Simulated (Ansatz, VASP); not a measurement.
# Two plane-wave programs on BN

Contents of POSCAR:

```
BN
1.0
    2.5439499996      0.0000000000      0.0000000000
   -1.2719749998      2.2031253256      0.0000000000
    0.0000000000      0.0000000000      4.3761279552
B N
2 2
Direct
    0.3333333333      0.6666666667     -0.0009744027
    0.6666666667      0.3333333333      0.4990255973
    0.3333333333      0.6666666667      0.3759744027
    0.6666666667      0.3333333333      0.8759744027
```

Contents of INCAR.step1:

```
SYSTEM = BN
PREC = Accurate ; ENCUT = 520
ISMEAR = 0 ; SIGMA = 0.01
LREAL = .FALSE. ; LASPH = .TRUE.
NELM = 80 ; NBANDS = 16
GGA = PE ; ALGO = Normal
EDIFF = 1E-4 ; LWAVE = .TRUE.
LCHARG = .FALSE.
```

File INCAR.step2:

```
SYSTEM = BN
PREC = Accurate ; ENCUT = 520
EDIFF = 1E-6 ; ISMEAR = 0
SIGMA = 0.01 ; LREAL = .FALSE.
LASPH = .TRUE. ; NELM = 80
ALGO = Normal ; ISIF = 2
LWAVE = .FALSE. ; LCHARG = .FALSE.
METAGGA = R2SCAN ; LMIXTAU = .TRUE.
NBANDS = 16 ; ISTART = 1
```

KPOINTS

```
Automatic mesh
0
G
  12 12 6
  0 0 0
```

Input for Ansatz:

```yaml
crystal:
  lattice:
    - [2.5439499996, 0.0, 0.0]
    - [-1.2719749998, 2.2031253256, 0.0]
    - [0.0, 0.0, 4.3761279552]
  atoms:
    - { symbol: B, position: [0.3333333333, 0.6666666667, -0.0009744027] }
    - { symbol: B, position: [0.6666666667, 0.3333333333, 0.4990255973] }
    - { symbol: "N", position: [0.3333333333, 0.6666666667, 0.3759744027] }
    - { symbol: "N", position: [0.6666666667, 0.3333333333, 0.8759744027] }
kpoints:
  mp_grid: { grid: [12, 12, 6] }
  band_path:
    path:
      - [0.0, 0.0, 0.0]
      - [0.5, 0.0, 0.0]
      - [0.3333333333, 0.3333333333, 0.0]
      - [0.0, 0.0, 0.5]
      - [0.5, 0.0, 0.5]
      - [0.3333333333, 0.3333333333, 0.5]
      - [0.1, 0.0, 0.0]
    npoints: 1
hamiltonian:
  xc: r2scan
scf:
  occupations: { method: fixed }
  n_extra_bands: 5
output:
  forces: true
  stress: true
  eigenvalues: true
```

Change from the starting cell: uniaxial_z strain +4.0%.

Alike in both runs: task single point; functional r2SCAN; k mesh 12 × 12 × 6; no spin polarisation.

|  | VASP | Ansatz |
| --- | --- | --- |
| version | VASP 6.6.1 | Ansatz 0.2.0 |
| potentials or method | VASP PAW PBE potentials, release 64 (B, N) | plane waves, PAW |
| plane-wave cutoff (eV) | 520 | 500 |
| occupations | gaussian, width 0.01 eV | fixed |
| valence electrons in the cell | 16 | 16 |

Ansatz gave:

* gap on the k mesh at the Fermi level (eV): 5.82
* pressure (GPa): -13.3
* traceless stress, the component that is largest in VASP (GPa): -22.43
* rms of the force components (eV/Å): 0.002

Q: Estimate VASP's values.

A: gap on the k mesh at the Fermi level (eV): 5.79; pressure (GPa): -12.3; traceless stress, the component that is largest in VASP (GPa): -22.64; rms of the force components (eV/Å): 0.007.

VASP's potentials were made for PBE, not for r2SCAN. Atom by atom the forces differ by 0.009 eV/Å (rms over components).
